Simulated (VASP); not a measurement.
**BN: single point with PBE**

Crystal: BN.

```
CELL_PARAMETERS angstrom
2.55280 0.00000 0.00000
-1.27640 2.21079 0.00000
0.00000 0.00000 4.22681
ATOMIC_POSITIONS crystal
B 0.66667 0.33333 0.00000
B 0.33333 0.66667 0.50000
N 0.66667 0.33333 0.37500
N 0.33333 0.66667 0.87500
```

| Quantity | Value |
| --- | --- |
| Program | VASP 6.6.1 |
| Task | single point |
| Functional | PBE |
| Potentials or basis | VASP PAW PBE potentials, release 64 (B, N) |
| Cutoff | 600 eV |
| k mesh | 8 × 8 × 4 |
| Occupations | gaussian, width 0.01 eV |
| Spin | no spin polarisation |

| Quantity | Value |
| --- | --- |
| Pressure | 0.3 GPa |
| Largest force | 0.039 eV/Å |
| Band gap on the k mesh | 5.54 eV, indirect (least direct gap 8.25 eV) |

Forces in eV/Å, atoms in the order of the input:
```
B    0.000  0.000  0.039
B    0.000  0.000  0.039
N    0.000  0.000 -0.039
N    0.000  0.000 -0.039
```

Stress tensor (GPa, compression positive):
```
 0.69  0.00  0.00
 0.00  0.69  0.00
 0.00  0.00 -0.53
```

Levels at points of the mesh, in eV from the valence-band top:
```tsv
k point	band 5	band 6	band 7	band 8	band 9	band 10	band 11	band 12
(0.00, 0.00, 0.00)	-2.09	-0.24	0.00	0.00	8.36	8.36	8.51	9.45
(0.50, 0.00, 0.00)	-6.84	-4.93	-4.34	-2.10	6.70	7.95	10.60	11.42
(0.00, 0.00, 0.50)	-1.16	-1.16	-1.16	-1.16	9.43	9.43	9.89	9.89
(0.50, 0.00, 0.50)	-3.73	-3.73	-3.53	-3.53	6.56	6.56	9.97	9.97
```

Wall time 18 s on 1 thread of AMD EPYC 7R43 64-Core Processor (Zen 3), on a shared host, peak memory 0.1 GiB.

A k mesh can miss the band edges. PBE gaps usually lie below the measured ones, often by a third to a half.
